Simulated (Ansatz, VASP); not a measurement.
**Two plane-wave programs on TiAl3**

The input INCAR:

```
PREC     = Accurate       # precision mode
ENCUT    = 520            # plane-wave cutoff, eV
EDIFF    = 1E-6           # SCF threshold, eV
ISMEAR   = 0              # smearing method
SIGMA    = 0.15           # smearing width, eV
LREAL    = False          # projectors in reciprocal space
LASPH    = True           # aspherical terms in the spheres
NELM     = 100            # most SCF steps
ALGO     = Fast           # electronic algorithm
ISIF     = 2              # what is computed and relaxed
LWAVE    = False          # write WAVECAR
LCHARG   = True           # write CHGCAR
GGA      = PE             # functional
LELF     = True           # ELF
LVHAR    = True         
NBANDS   = 18             # bands
```

Contents of KPOINTS:

```
Automatic mesh
0
Gamma
  16 16 16
```

POSCAR

```
TiAl3
1.0
   -1.9225789803      1.9225789803      4.3111351100
    1.9225789803     -1.9225789803      4.3111351100
    1.9225789803      1.9225789803     -4.3111351100
Ti Al
1 3
Direct
    0.0000000000      0.0000000000      0.0000000000
    0.5000000000      0.5000000000      0.0000000000
    0.7500000000      0.2500000000      0.5000000000
    0.2500000000      0.7500000000      0.5000000000
```

Input for Ansatz:

```yaml
crystal:
  lattice:
    - [-1.9225789803, 1.9225789803, 4.31113511]
    - [1.9225789803, -1.9225789803, 4.31113511]
    - [1.9225789803, 1.9225789803, -4.31113511]
  atoms:
    - { symbol: Ti, position: [0.0, 0.0, 0.0] }
    - { symbol: Al, position: [0.5, 0.5, 0.0] }
    - { symbol: Al, position: [0.75, 0.25, 0.5] }
    - { symbol: Al, position: [0.25, 0.75, 0.5] }
basis:
  ecutwfc: 520.0
kpoints:
  mp_grid: { grid: [16, 16, 16] }
hamiltonian:
  xc: pbe
  pseudopotentials: { kind: paw, azcp: { folder: soft_1 } }
scf:
  occupations: { method: gaussian, width: 0.15 }
output:
  forces: true
  stress: true
  eigenvalues: true
  write_density: true
  write_potential: true
  elf: true
  volumetric_format: npy
```

Alike in both runs: task single point; functional PBE; k mesh 16 × 16 × 16; occupations gaussian, width 0.15 eV; no spin polarisation.

|  | VASP | Ansatz |
| --- | --- | --- |
| version | VASP 6.6.1 | Ansatz 0.2.0 |
| potentials or method | VASP PAW PBE potentials, release 64 (Ti_sv, Al), cutoff 520 eV | scalar-relativistic, plane waves, PAW |
| valence electrons in the cell | 21 | 21 |

|  | VASP | Ansatz | Ansatz less VASP |
| --- | --- | --- | --- |
| gap on the k mesh at the Fermi level (eV) | none | none | - |
| pressure (GPa) | 0.0 | 0.0 | +0.01 |
| traceless stress, the component that is largest in VASP (GPa) | -0.06 | -0.06 | 0.000 |

A gap of «none» marks a metal or a gap that the smearing closes. With one functional, cell and mesh, what is left measures potentials, basis and numerics.
